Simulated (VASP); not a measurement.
# O (R3m) in VASP: single point with PBEsol

Aim: the single point of O with PBEsol.

Program: VASP 6.6.1. These are calculated values, not measurements. Logs are shortened: lines on timing, memory, paths and dates and some standing lists are left out, and cuts for length are marked.

**1. The cell of the first run**

Symmetry: R3m, No. 160, trigonal system. Conventional cell: a = 3.447 Å, b = 3.447 Å, c = 17.122 Å, α = 90.00°, β = 90.00°, γ = 120.00°. O (site symmetry 3m) has 12 O at 2.65 to 3.45 Å within 3.5 Å. Within 3.8 Å of O (site symmetry 3m) lie 13 O at 2.80 to 3.74 Å. Within 3.5 Å of O (site symmetry 3m) lie 12 O at 2.65 to 3.45 Å.

**2. Single point, PBEsol**

Contents of INCAR:

```
  ALGO = Normal
  EDIFF = 1E-6
  ENCUT = 520
  GGA = PS
  ISIF = 2
  ISMEAR = -1
  LASPH = T
  LCHARG = F
  LREAL = F
  LWAVE = F
  NBANDS = 16
  NELM = 60
  PREC = Accurate
  SIGMA = 0.1
```

Contents of KPOINTS:

```
k-points
0
Gamma
  8 8 8
```

Contents of POSCAR:

```
O
1.0
    1.7236700000      0.9951600000      5.7071900000
   -1.7236700000      0.9951600000      5.7071900000
    0.0000000000     -1.9903200000      5.7071900000
O
3
Direct
    0.8880900000      0.8880900000      0.8880900000
    0.1065900000      0.1065900000      0.1065900000
    0.6566700000      0.6566700000      0.6566700000
```

Potentials or basis: VASP PAW PBE potentials, release 64 (O).

Run with:

```bash
$ cat potpaw_PBE.64/O/POTCAR > POTCAR
$ mpirun -np 1 vasp_std > vasp.out
```

OUTCAR:

```text
EDIFF = 1E-6
   ENCUT = 520
   GGA = PS
   ISIF = 2
   ISMEAR = -1
   LASPH = T
   LREAL = F
   NELM = 60
   PREC = Accurate

 ion  position               nearest neighbor table
   1  0.888  0.888  0.888-
   2  0.107  0.107  0.107-
   3  0.657  0.657  0.657-

  LATTYP: Found a trigonal (rhomboedric) cell.
 ALAT       =     6.0442865080
 COS(alpha) =     0.8373522137

  Lattice vectors:

 A1 = (   1.7236700000,   0.9951600000,   5.7071900000)
 A2 = (  -1.7236700000,   0.9951600000,   5.7071900000)
 A3 = (   0.0000000000,  -1.9903200000,   5.7071900000)

Analysis of symmetry for initial positions (statically):
=====================================================================
 Subroutine PRICEL returns:
 Original cell was already a primitive cell.

 Routine SETGRP: Setting up the symmetry group for a
 trigonal (rhombohedral) supercell.

 Subroutine GETGRP returns: Found  6 space group operations
 (whereof  6 operations were pure point group operations)
 out of a pool of 12 trial point group operations.

The static configuration has the point symmetry C_3v.

Analysis of symmetry for dynamics (positions and initial velocities):
=====================================================================
 Subroutine PRICEL returns:
 Original cell was already a primitive cell.

 Routine SETGRP: Setting up the symmetry group for a
 trigonal (rhombohedral) supercell.

 Subroutine GETGRP returns: Found  6 space group operations
 (whereof  6 operations were pure point group operations)
 out of a pool of 12 trial point group operations.

The dynamic configuration has the point symmetry C_3v.

 Subroutine INISYM returns: Found  6 space group operations
 (whereof  6 operations are pure point group operations),
 and found     1 'primitive' translations

----------------------------------------------------------------------------------------

                                     Primitive cell

  volume of cell :      58.7382

  direct lattice vectors                    reciprocal lattice vectors
     1.723670000  0.995160000  5.707190000     0.290078727  0.167477257  0.058405859
    -1.723670000  0.995160000  5.707190000    -0.290078727  0.167477257  0.058405859
     0.000000000 -1.990320000  5.707190000     0.000000000 -0.334954513  0.058405859

[... 75 lines left out ...]
 SYSTEM =  unknown system
   PREC   = accura    normal or accurate (medium, high low for compatibility)
   ISTART =      0    job   : 0-new  1-cont  2-samecut
   ICHARG =      2    charge: 1-file 2-atom 10-const
   ISPIN  =      1    spin polarized calculation?
   LNONCOLLINEAR =      F non collinear calculations
   LSORBIT =      F    spin-orbit coupling
   LASPH  =      T    aspherical Exc in radial PAW
   ENCUT  =  520.0 eV  38.22 Ry    6.18 a.u.  11.24 11.24 11.24*2*pi/ulx,y,z
   NELM   =     60;   NELMIN=  2; NELMDL= -5     # of ELM steps
   EDIFF  = 0.1E-05   stopping-criterion for ELM
   LREAL  =      F    real-space projection
[... 7 lines left out ...]
   TEBEG  =    0.0;   TEEND  =   0.0 temperature during run
   PSTRESS=    0.0 pullay stress
   NELECT =      18.0000    total number of electrons
   NUPDOWN=      -1.0000    fix difference up-down
   EMIN   =  10.00;   EMAX   =-10.00  energy-range for DOS
   EFERMI =   0.00;   METHOD = LEGACY
   ISMEAR =    -1;   SIGMA  =   0.10  broadening in eV -4-tet -1-fermi 0-gaus
   EFERMI_NEDOS =   21; number of points for ismear=-14 and -15
   IALGO  =     38    algorithm
   IMIX   =      4    mixing-type and parameters
     AMIX     =   0.40;   BMIX     =  1.00
     AMIX_MAG =   1.60;   BMIX_MAG =  1.00
  volume/ion in A,a.u.               =      19.58       132.13
  Fermi-wavevector in a.u.,A,eV,Ry     =   1.103720  2.085728 16.574579  1.218197
  Thomas-Fermi vector in A             =   2.240182
   LORBIT       =      0    0 simple, 1 ext, 2 COOP (PROOUT), +10 PAW based schemes
   GGA     = PS    functional components
   LHFCALC =     F    Hartree Fock is set to
   AEXX    =    0.0000 exact exchange contribution
   IVDW    =     0    specifies the selected vdW correction
   LEPSILON=     F    determine dielectric tensor
   LRPA    =     F    only Hartree local field effects (RPA)
 non-spin polarized calculation
  energy-cutoff  :      520.00
  volume of cell :       58.74
 maximum number of plane-waves:      1604
 NGX is ok and might be reduce to    48
   NGX = 23   NGY = 23   NGZ = 23

 number of electron      18.0000001 magnetization

 Free energy of the ion-electron system (eV)
  ---------------------------------------------------
  ext. energy  EPLUGINS =         0.00000000
  ---------------------------------------------------
  free energy    TOTEN  =        -4.61320735 eV

  energy without entropy =       -4.35213795  energy(sigma->0) =       -4.48267265

 E-fermi :  -5.1272     XC(G=0):  -7.6845

 val. band max:       -5.1309939038   @ k =  -0.1250   0.2500   0.1250
 cond. band min:      -5.1235180467   @ k =   0.3750   0.3750   0.2500
 fundamental gap:      0.0074758571
 Fermi energy:        -5.1271699213

 k-point     1 :       0.0000    0.0000    0.0000
  band No.  band energies     occupation
      1     -21.2374      2.00000
      2     -20.2993      2.00000
      3     -20.2407      2.00000
      4      -6.3695      1.99999
      5      -6.2512      1.99997
      6      -5.5990      1.98230
[... 433 lines left out ...]
      3     -20.1465      2.00000
      4      -6.6354      2.00000
      5      -6.4549      2.00000
      6      -5.9040      1.99915
[... 8 lines left out ...]
     15      10.1302      0.00000
     16      11.8801      0.00000

 [... further k-points ...]

------------------------ aborting loop because EDIFF is reached ----------------------------------------

  FORCE on cell =-STRESS in cart. coord.  units (eV):
  Direction    XX          YY          ZZ          XY          YZ          ZX
  --------------------------------------------------------------------------------------
  -------------------------------------------------------------------------------------
  Total       -4.6327830     -4.6327706     -8.5345206      0.0000000      0.0000000      0.0000000
  in kB     -126.3664910   -126.3661511   -232.7925611      0.0000000      0.0000000      0.0000000
  external PRESSURE =    -161.8417344 kB  Pullay stress =       0.0000000 kB

 VOLUME and BASIS-vectors are now :
 -----------------------------------------------------------------------------
  energy-cutoff  :      520.00
  volume of cell :       58.74
      direct lattice vectors                 reciprocal lattice vectors
     1.723670000  0.995160000  5.707190000     0.290078727  0.167477257  0.058405859
    -1.723670000  0.995160000  5.707190000    -0.290078727  0.167477257  0.058405859
     0.000000000 -1.990320000  5.707190000     0.000000000 -0.334954513  0.058405859

 POSITION                                       TOTAL-FORCE (eV/Angst)
 -----------------------------------------------------------------------------------
      0.00000      0.00000     15.20550         0.000000      0.000000      0.560296
      0.00000      0.00000      1.82499         0.000000     -0.000000      0.145280
      0.00000      0.00000     11.24322         0.000000      0.000000     -0.705577
 -----------------------------------------------------------------------------------
    total drift:                                0.000000      0.000000      0.000261

  FREE ENERGIE OF THE ION-ELECTRON SYSTEM (eV)
  ---------------------------------------------------
  free  energy   TOTEN  =        -4.6132073527 eV

  energy  without entropy=       -4.3521379457  energy(sigma->0) =       -4.48267265
```

OSZICAR:

```text
N       E                     dE             d eps       ncg     rms          rms(c)
DAV:   1     0.831197873095E+02    0.83120E+02   -0.90114E+03  2088   0.987E+02
DAV:   2    -0.557471444786E+00   -0.83677E+02   -0.80614E+02  2640   0.209E+02
DAV:   3    -0.474818914830E+01   -0.41907E+01   -0.40773E+01  2304   0.478E+01
DAV:   4    -0.477488908069E+01   -0.26700E-01   -0.26694E-01  2896   0.440E+00
DAV:   5    -0.477504702576E+01   -0.15795E-03   -0.15794E-03  2336   0.324E-01    0.450E+00
DAV:   6    -0.114765528378E+02   -0.67015E+01   -0.21031E+01  2984   0.179E+01    0.308E+01
DAV:   7    -0.466141955640E+01    0.68151E+01   -0.75927E+00  2880   0.692E+00    0.510E+00
DAV:   8    -0.465568443350E+01    0.57351E-02   -0.58152E-01  2280   0.336E+00    0.353E+00
DAV:   9    -0.462158797141E+01    0.34096E-01   -0.16617E-01  2912   0.195E+00    0.204E+00
DAV:  10    -0.461793787880E+01    0.36501E-02   -0.94523E-02  2760   0.104E+00    0.152E+00
DAV:  11    -0.461392035888E+01    0.40175E-02   -0.39398E-02  2952   0.588E-01    0.613E-01
DAV:  12    -0.461392787245E+01   -0.75136E-05   -0.47464E-04  2232   0.178E-01    0.545E-01
DAV:  13    -0.461321399010E+01    0.71388E-03   -0.17068E-03  2472   0.138E-01    0.807E-02
DAV:  14    -0.461321031026E+01    0.36798E-05   -0.13637E-04  2896   0.524E-02    0.417E-02
DAV:  15    -0.461320860358E+01    0.17067E-05   -0.26294E-06  1704   0.866E-03    0.259E-02
DAV:  16    -0.461320746312E+01    0.11405E-05   -0.44283E-06  2568   0.129E-02    0.637E-03
DAV:  17    -0.461320735268E+01    0.11044E-06   -0.20638E-07  1152   0.217E-03
   1 F= -.46132074E+01 E0= -.44826726E+01  d E =-.261069E+00
```

stdout:

```text
POSCAR found type information on POSCAR O
 POSCAR found :  1 types and       3 ions
 scaLAPACK will be used
 -----------------------------------------------------------------------------
|                                                                             |
|                                                                             |
|     You enforced a specific xc type in the INCAR file but a different       |
|     I HOPE YOU KNOW WHAT YOU ARE DOING!                                     |
|                                                                             |
 -----------------------------------------------------------------------------

 LDA part: xc-table for (Slater+PW92), standard interpolation
 POSCAR, INCAR and KPOINTS ok, starting setup
 FFT: planning ... GRIDC
 FFT: planning ... GRID_SOFT
 FFT: planning ... GRID
 WAVECAR not read
 entering main loop
```

Run time: 2.5 min. Hardware: 1 thread of Intel Xeon Platinum 8259CL at 2.50GHz (Skylake/Cascade Lake), shared host; peak memory 0.3 GiB.

Results:

| Property | Result |
| --- | --- |
| Free energy | -4.6132 eV |
| Pressure | -16.2 GPa |
| Largest force | 0.706 eV/Å |
| Band gap on the k mesh | zero (bands 9 and 10 overlap by 0.09 eV) |

Forces in eV/Å, atoms in the order of the input:
```
O    0.000  0.000  0.560
O    0.000  0.000  0.145
O    0.000  0.000 -0.706
```

Stress tensor (GPa, compression positive):
```
-12.64   0.00   0.00
  0.00 -12.64   0.00
  0.00   0.00 -23.28
```

Caveat: the stress differs along the axes, from -23 to -13 GPa; the atoms stand far beyond bonding distance, and open shells without spin polarisation read as a metal; the PAW data sets were made with another functional, which shifts forces and pressure a little.
